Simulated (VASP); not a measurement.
# BeS (F-43m) in VASP: a series of runs

Runs on BeS. Level: PBE. Tasks: single point.

Everything below comes from runs of VASP 6.6.1. Logs are shortened: lines on timing, memory, paths and dates and some standing lists are left out, and cuts for length are marked.

**1. The cell of the first run**

It takes space group F-43m (No. 216, cubic). The conventional cell has a = 4.877 Å, b = 4.877 Å, c = 4.877 Å, α = 90.00°, β = 90.00°, γ = 90.00°. Be (site symmetry -43m) has 4 S at 2.11 Å within 2.8 Å. S (site symmetry -43m) has 4 Be at 2.11 Å within 2.8 Å.

**2. Single point, PBE**

The input, INCAR:

```
SYSTEM = BeS
ALGO = Normal
EDIFF = 1E-7
ENCUT = 520
GGA = PE
ISIF = 2
ISMEAR = 0
LASPH = .True.
LCHARG = .False.
LREAL = .False.
LWAVE = .False.
NBANDS = 11
NELM = 100
PREC = Accurate
SIGMA = 0.02
```

The input, KPOINTS:

```
k-points
0
Gamma
  8 8 8
  0 0 0
```

The input, POSCAR:

```
BeS
1.0
    0.0000000000      2.4382793560      2.4382793560
    2.4382793560      0.0000000000      2.4382793560
    2.4382793560      2.4382793560      0.0000000000
Be S
1 1
Direct
    0.7500000000      0.7500000000      0.7500000000
    0.0000000000      0.0000000000      0.0000000000
```

Potentials or basis: VASP PAW PBE potentials, release 64 (Be, S).

Run with:

```bash
cat potpaw_PBE.64/Be/POTCAR potpaw_PBE.64/S/POTCAR > POTCAR
mpirun -np 1 vasp_std > vasp.out
```

OUTCAR:

```text
SYSTEM = BeS
   EDIFF = 1E-7
   ENCUT = 520
   GGA = PE
   ISIF = 2
   ISMEAR = 0
   LASPH = .True.
   LREAL = .False.
   NELM = 100
   PREC = Accurate

 ion  position               nearest neighbor table
   1  0.750  0.750  0.750-   2 2.11   2 2.11   2 2.11   2 2.11
   2  0.000  0.000  0.000-   1 2.11   1 2.11   1 2.11   1 2.11

  LATTYP: Found a face centered cubic cell.
 ALAT       =     4.8765587120

  Lattice vectors:

 A1 = (   0.0000000000,   2.4382793560,   2.4382793560)
 A2 = (   2.4382793560,   0.0000000000,   2.4382793560)
 A3 = (   2.4382793560,   2.4382793560,   0.0000000000)

Analysis of symmetry for initial positions (statically):
=====================================================================
 Subroutine PRICEL returns:
 Original cell was already a primitive cell.

 Routine SETGRP: Setting up the symmetry group for a
 face centered cubic supercell.

 Subroutine GETGRP returns: Found 24 space group operations
 (whereof 24 operations were pure point group operations)
 out of a pool of 48 trial point group operations.

The static configuration has the point symmetry T_d .

Analysis of symmetry for dynamics (positions and initial velocities):
=====================================================================
 Subroutine PRICEL returns:
 Original cell was already a primitive cell.

 Routine SETGRP: Setting up the symmetry group for a
 face centered cubic supercell.

 Subroutine GETGRP returns: Found 24 space group operations
 (whereof 24 operations were pure point group operations)
 out of a pool of 48 trial point group operations.

The dynamic configuration has the point symmetry T_d .

 Subroutine INISYM returns: Found 24 space group operations
 (whereof 24 operations are pure point group operations),
 and found     1 'primitive' translations

----------------------------------------------------------------------------------------

                                     Primitive cell

  volume of cell :      28.9921

  direct lattice vectors                    reciprocal lattice vectors
     0.000000000  2.438279356  2.438279356    -0.205062639  0.205062639  0.205062639
     2.438279356  0.000000000  2.438279356     0.205062639 -0.205062639  0.205062639
     2.438279356  2.438279356  0.000000000     0.205062639  0.205062639 -0.205062639

  length of vectors
     3.448247734  3.448247734  3.448247734     0.355178910  0.355178910  0.355178910

  position of ions in fractional coordinates (direct lattice)
     0.750000000  0.750000000  0.750000000
     0.000000000  0.000000000  0.000000000

  ion indices of the primitive-cell ions
   primitive index   ion index
                 1           1
                 2           2

----------------------------------------------------------------------------------------

 KPOINTS: k-points

Automatic generation of k-mesh.
 Grid dimensions read from file:
 generate k-points for:    8    8    8

 Generating k-lattice:

  Cartesian coordinates                     Fractional coordinates (reciprocal lattice)
    -0.025632830  0.025632830  0.025632830     0.125000000  0.000000000  0.000000000
     0.025632830 -0.025632830  0.025632830     0.000000000  0.125000000  0.000000000
     0.025632830  0.025632830 -0.025632830     0.000000000  0.000000000  0.125000000

  Length of vectors
     0.044397364  0.044397364  0.044397364

  Shift w.r.t. Gamma in fractional coordinates (k-lattice)
     0.000000000  0.000000000  0.000000000

 Subroutine IBZKPT returns following result:
 ===========================================

 Found     29 irreducible k-points:

 Following reciprocal coordinates:
            Coordinates               Weight
  0.000000  0.000000  0.000000      1.000000
  0.125000  0.000000  0.000000      8.000000
  0.250000  0.000000  0.000000      8.000000
  0.375000  0.000000  0.000000      8.000000
  0.500000  0.000000  0.000000      4.000000
  0.125000  0.125000  0.000000      6.000000
[... 16 lines left out ...]
  0.500000  0.250000  0.125000     48.000000
 -0.375000  0.250000  0.125000     24.000000
 [... further k-points ...]
   k-points           NKPTS =     29   k-points in BZ     NKDIM =     29   number of bands    NBANDS=     11
   number of dos      NEDOS =    301   number of ions     NIONS =      2
   total plane-waves  NPLWV =  21952
   dimension x,y,z NGX =    28 NGY =   28 NGZ =   28
   dimension x,y,z NGXF=    56 NGYF=   56 NGZF=   56
   ions per type =               1   1
   NGX,Y,Z   is equivalent  to a cutoff of  13.50, 13.50, 13.50 a.u.
   NGXF,Y,Z  is equivalent  to a cutoff of  27.00, 27.00, 27.00 a.u.
 SYSTEM =  BeS
   PREC   = accura    normal or accurate (medium, high low for compatibility)
   ISTART =      0    job   : 0-new  1-cont  2-samecut
   ICHARG =      2    charge: 1-file 2-atom 10-const
   ISPIN  =      1    spin polarized calculation?
   LNONCOLLINEAR =      F non collinear calculations
   LSORBIT =      F    spin-orbit coupling
   LASPH  =      T    aspherical Exc in radial PAW
   ENCUT  =  520.0 eV  38.22 Ry    6.18 a.u.   6.41  6.41  6.41*2*pi/ulx,y,z
   NELM   =    100;   NELMIN=  2; NELMDL= -5     # of ELM steps
   EDIFF  = 0.1E-06   stopping-criterion for ELM
   LREAL  =      F    real-space projection
   EDIFFG = 0.1E-05   stopping-criterion for IOM
   NSW    =      0    number of steps for IOM
   IBRION =     -1    ionic relax: 0-MD 1-quasi-New 2-CG
   NFREE  =      0    steps in history (QN), initial steepest desc. (CG)
   ISIF   =      2    stress and relaxation
   ISYM   =      2    0-nonsym 1-usesym 2-fastsym
   POTIM  = 0.5000    time-step for ionic-motion
   TEBEG  =    0.0;   TEEND  =   0.0 temperature during run
   PSTRESS=    0.0 pullay stress
   NELECT =       8.0000    total number of electrons
   NUPDOWN=      -1.0000    fix difference up-down
   EMIN   =  10.00;   EMAX   =-10.00  energy-range for DOS
   EFERMI =   0.00;   METHOD = LEGACY
   ISMEAR =     0;   SIGMA  =   0.02  broadening in eV -4-tet -1-fermi 0-gaus
   EFERMI_NEDOS =   21; number of points for ismear=-14 and -15
   IALGO  =     38    algorithm
   IMIX   =      4    mixing-type and parameters
     AMIX     =   0.40;   BMIX     =  1.00
     AMIX_MAG =   1.60;   BMIX_MAG =  1.00
  volume/ion in A,a.u.               =      14.50        97.82
  Fermi-wavevector in a.u.,A,eV,Ry     =   1.065806  2.014081 15.455426  1.135942
  Thomas-Fermi vector in A             =   2.201369
   LORBIT       =      0    0 simple, 1 ext, 2 COOP (PROOUT), +10 PAW based schemes
   GGA     = PE    functional components
   LHFCALC =     F    Hartree Fock is set to
   AEXX    =    0.0000 exact exchange contribution
   IVDW    =     0    specifies the selected vdW correction
   LEPSILON=     F    determine dielectric tensor
   LRPA    =     F    only Hartree local field effects (RPA)
 non-spin polarized calculation
 Gauss-broadening in eV      SIGMA  =   0.02
  energy-cutoff  :      520.00
  volume of cell :       28.99
 maximum number of plane-waves:       799
 NGX is ok and might be reduce to    28
   NGX = 13   NGY = 13   NGZ = 13

 number of electron       7.9999999 magnetization

 Free energy of the ion-electron system (eV)
  ---------------------------------------------------
  ext. energy  EPLUGINS =         0.00000000
  ---------------------------------------------------
  free energy    TOTEN  =       -10.01333902 eV

  energy without entropy =      -10.01333902  energy(sigma->0) =      -10.01333902

 E-fermi :   4.1776     XC(G=0):  -9.6631

 val. band max:        4.0068572265   @ k =   0.0000   0.0000   0.0000
 cond. band min:       7.1537637940   @ k =   0.5000   0.5000   0.0000
 fundamental gap:      3.1469065675
 Fermi energy:         4.1775563979

 k-point     1 :       0.0000    0.0000    0.0000
  band No.  band energies     occupation
      1      -9.5768      2.00000
      2       4.0069      2.00000
      3       4.0069      2.00000
      4       4.0069      2.00000
      5       9.6827      0.00000
      6       9.6827      0.00000
      7       9.6827      0.00000
      8       9.7547      0.00000
      9      16.7883      0.00000
     10      16.7883      0.00000
     11      18.7520      0.00000

 k-point     2 :       0.1250    0.0000    0.0000
  band No.  band energies     occupation
      1      -9.4034      2.00000
      2       2.8245      2.00000
      3       3.8127      2.00000
      4       3.8127      2.00000
      5       9.5743      0.00000
      6      10.0316      0.00000
      7      10.0316      0.00000
      8      11.0594      0.00000
      9      16.1086      0.00000
     10      16.1086      0.00000
     11      18.6332      0.00000

 k-point     3 :       0.2500    0.0000    0.0000
  band No.  band energies     occupation
      1      -8.9265      2.00000
      2       0.7559      2.00000
      3       3.4242      2.00000
      4       3.4242      2.00000
      5       9.5136      0.00000
      6      10.5695      0.00000
      7      10.5695      0.00000
      8      13.1564      0.00000
      9      15.8697      0.00000
     10      15.8697      0.00000
     11      18.1885      0.00000

 k-point     4 :       0.3750    0.0000    0.0000
  band No.  band energies     occupation
      1      -8.3234      2.00000
      2      -0.9704      2.00000
      3       3.1099      2.00000
      4       3.1099      2.00000
      5       9.4527      0.00000
      6      10.6432      0.00000
      7      10.6432      0.00000
      8      14.6912      0.00000
      9      17.1974      0.00000
     10      17.1974      0.00000
     11      18.3148      0.00000
[... 239 lines left out ...]
 k-point    22 :       0.3750    0.2500    0.1250
  band No.  band energies     occupation
      1      -8.5375      2.00000
      2       0.5222      2.00000
      3       1.9085      2.00000
      4       2.9117      2.00000
      5       9.5315      0.00000
      6      11.2544      0.00000
      7      11.4852      0.00000
      8      12.5173      0.00000
      9      15.5436      0.00000
     10      18.3435      0.00000
     11      19.8434      0.00000

 k-point    23 :       0.5000    0.2500    0.1250
  band No.  band energies     occupation
      1      -8.0081      2.00000
      2      -0.6108      2.00000
      3       1.3785      2.00000
      4       2.4509      2.00000
      5      10.0017      0.00000
      6      10.8050      0.00000
      7      12.4132      0.00000
      8      13.2438      0.00000
      9      16.5599      0.00000
     10      18.3099      0.00000
     11      20.3573      0.00000

 k-point    24 :      -0.3750    0.2500    0.1250
  band No.  band energies     occupation
      1      -7.7435      2.00000
      2      -1.1504      2.00000
      3       1.2828      2.00000
      4       2.2111      2.00000
      5      10.1136      0.00000
      6      10.5561      0.00000
      7      13.0690      0.00000
      8      14.4499      0.00000
      9      15.3962      0.00000
     10      19.2342      0.00000
     11      19.8572      0.00000

 [... further k-points ...]

------------------------ aborting loop because EDIFF is reached ----------------------------------------

  FORCE on cell =-STRESS in cart. coord.  units (eV):
  Direction    XX          YY          ZZ          XY          YZ          ZX
  --------------------------------------------------------------------------------------
  -------------------------------------------------------------------------------------
  Total       -0.0027144     -0.0027144     -0.0027144      0.0000000     -0.0000000      0.0000000
  in kB       -0.1500063     -0.1500063     -0.1500063      0.0000000     -0.0000000      0.0000000
  external PRESSURE =      -0.1500063 kB  Pullay stress =       0.0000000 kB

 VOLUME and BASIS-vectors are now :
 -----------------------------------------------------------------------------
  energy-cutoff  :      520.00
  volume of cell :       28.99
      direct lattice vectors                 reciprocal lattice vectors
     0.000000000  2.438279356  2.438279356    -0.205062639  0.205062639  0.205062639
     2.438279356  0.000000000  2.438279356     0.205062639 -0.205062639  0.205062639
     2.438279356  2.438279356  0.000000000     0.205062639  0.205062639 -0.205062639

 POSITION                                       TOTAL-FORCE (eV/Angst)
 -----------------------------------------------------------------------------------
      3.65742      3.65742      3.65742        -0.000000     -0.000000     -0.000000
      0.00000      0.00000      0.00000         0.000000      0.000000      0.000000
 -----------------------------------------------------------------------------------
    total drift:                               -0.000000     -0.000000      0.000000

  FREE ENERGIE OF THE ION-ELECTRON SYSTEM (eV)
  ---------------------------------------------------
  free  energy   TOTEN  =       -10.0133390218 eV

  energy  without entropy=      -10.0133390218  energy(sigma->0) =      -10.01333902
```

Run time: 12 s. Hardware: 1 thread of Intel Xeon Platinum 8259CL at 2.50GHz (Skylake/Cascade Lake), shared host; peak memory 0.14 GiB.

Results:

```yaml
Free_energy: -10.0133 eV
Pressure: 0.0 GPa
Band_gap_on_the_k_mesh: 3.15 eV, indirect (least direct gap 5.68 eV)
```

Levels at points of the mesh, in eV from the valence-band top:
```csv
k point,band 1,band 2,band 3,band 4,band 5,band 6,band 7,band 8
"(0.00, 0.00, 0.00)",-13.58,0.00,0.00,0.00,5.68,5.68,5.68,5.75
"(0.50, 0.00, 0.00)",-12.02,-5.68,-1.01,-1.01,5.42,6.57,6.57,11.13
"(0.50, 0.50, 0.00)",-11.49,-4.94,-2.59,-2.59,3.15,4.93,12.65,12.65
```

[end of part 1 of 2]
